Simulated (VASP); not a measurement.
Write the native input for VASP 6.6.1 that does the following.

```yaml
Task: single point
Functional: PBEsol
Potentials_or_basis: VASP PAW PBE potentials, release 64 (Si, Ge_d)
Cutoff: 520 eV
k_mesh: 12 × 12 × 6
Occupations: gaussian, width 0.03 eV
Spin: no spin polarisation
Dipole_correction: no
Further_INCAR_settings: ALGO = Normal; EDIFF = 1e-06; NBANDS = 26
```

The structure of SiGe lies in POSCAR:

```
SiGe
1.0
    3.9005968931      0.0000000000      0.0000000000
   -1.9502984466      3.3780159994      0.0000000000
    0.0000000000      0.0000000000      6.2017655431
Si Ge
2 2
Direct
    0.6666666667      0.3333333333      0.8745463420
    0.3333333333      0.6666666667      0.3745463420
    0.6666666667      0.3333333333      0.5004526580
    0.3333333333      0.6666666667      0.0004526580
```

This cell differs from its parent crystal: strain -0.0375 x Voigt [0, 0, 1, 0, 0, 0].

One way to write it, as run:

INCAR

```
SYSTEM = SiGe
PREC = Accurate ; ENCUT = 520
EDIFF = 1E-6 ; ISMEAR = 0
SIGMA = 0.03 ; LREAL = .False.
LASPH = .True. ; NELM = 100
ALGO = Normal ; ISIF = 2
LWAVE = .False. ; LCHARG = .True.
GGA = PS ; LELF = .True.
LVHAR = .True. ; NBANDS = 26
```

KPOINTS

```
Automatic mesh
0
Gamma
  12 12 6
  0 0 0
```

Potentials or basis: VASP PAW PBE potentials, release 64 (Si, Ge_d).

Command:

```sh
$ cat potpaw_PBE.64/Si/POTCAR potpaw_PBE.64/Ge_d/POTCAR > POTCAR
$ mpirun -np 1 vasp_std > vasp.out
```

Results of the run:

| Item | Value |
| --- | --- |
| Pressure | 3.6 GPa |
| Largest force | 0.487 eV/Å |
| Band gap on the k mesh | 0.09 eV, direct |

Caveat: the cell differs from its parent crystal (strain -0.0375 x Voigt [0, 0, 1, 0, 0, 0]); the PAW data sets were made with another functional, which shifts forces and pressure a little.

Wall time 110 s on 1 thread of Intel(R) Xeon(R) Platinum 8259CL CPU @ 2.50GHz (Skylake/Cascade Lake), with other jobs on the host, peak memory 0.28 GiB.
